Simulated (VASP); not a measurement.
Write the native input for VASP 6.6.1 that does the following.

```yaml
Task: single point
Functional: r2SCAN
Potentials_or_basis: VASP PAW PBE potentials, release 64 (Au)
Cutoff: 520 eV
k_mesh: 6 × 6 × 6
Occupations: gaussian, width 0.1 eV
Spin: no spin polarisation
Dipole_correction: no
Further_INCAR_settings: ALGO = Normal; EDIFF = 1e-06; NBANDS = 18
```

The system is Au.

```
Au
1.0
     0.00000    2.74703    2.74703
     2.74703    0.00000    2.74703
     2.74703    2.74703    0.00000
Au
2
Direct
  0.50000 0.50000 0.50000
  0.75000 0.75000 0.75000
```

This isn't the form of Au at room conditions, which is fcc.

These files were run (other wordings do the same):

POSCAR

```
Au
1.0
    0.0000000000      2.7470280705      2.7470280705
    2.7470280705      0.0000000000      2.7470280705
    2.7470280705      2.7470280705      0.0000000000
Au
2
Direct
    0.5000000000      0.5000000000      0.5000000000
    0.7500000000      0.7500000000      0.7500000000
```

INCAR.step1

```
ALGO = Normal
EDIFF = 1E-4
ENCUT = 520
GGA = PE
ISMEAR = 0
LASPH = T
LCHARG = F
LREAL = F
LWAVE = T
NBANDS = 18
NELM = 100
PREC = Accurate
SIGMA = 0.1
```

INCAR.step2

```
ALGO = Normal
EDIFF = 1E-6
ENCUT = 520
ISIF = 2
ISMEAR = 0
ISTART = 1
LASPH = T
LCHARG = F
LMIXTAU = T
LREAL = F
LWAVE = F
METAGGA = R2SCAN
NBANDS = 18
NELM = 100
PREC = Accurate
SIGMA = 0.1
```

KPOINTS

```
k-points
0
Gamma
  6 6 6
```

Potentials or basis: VASP PAW PBE potentials, release 64 (Au).

The run is started by

```sh
$ cat potpaw_PBE.64/Au/POTCAR > POTCAR
$ cp INCAR.step1 INCAR
$ mpirun -np 1 vasp_std > vasp.out
$ cp INCAR.step2 INCAR
$ mpirun -np 1 vasp_std > vasp.out
```

It gave:

- Pressure: 45.8 GPa
- Band gap on the k mesh: zero (bands 11 and 12 overlap by 0.70 eV)

Caveat: the cell stands under pressure; the PAW data sets were made with another functional, which shifts forces and pressure a little; spin-orbit coupling is left out, which moves the levels of the heavy elements.

It took 63 s on 1 thread of Intel(R) Xeon(R) Platinum 8259CL CPU @ 2.50GHz (Skylake/Cascade Lake), with other jobs on the host, peak memory 0.17 GiB.
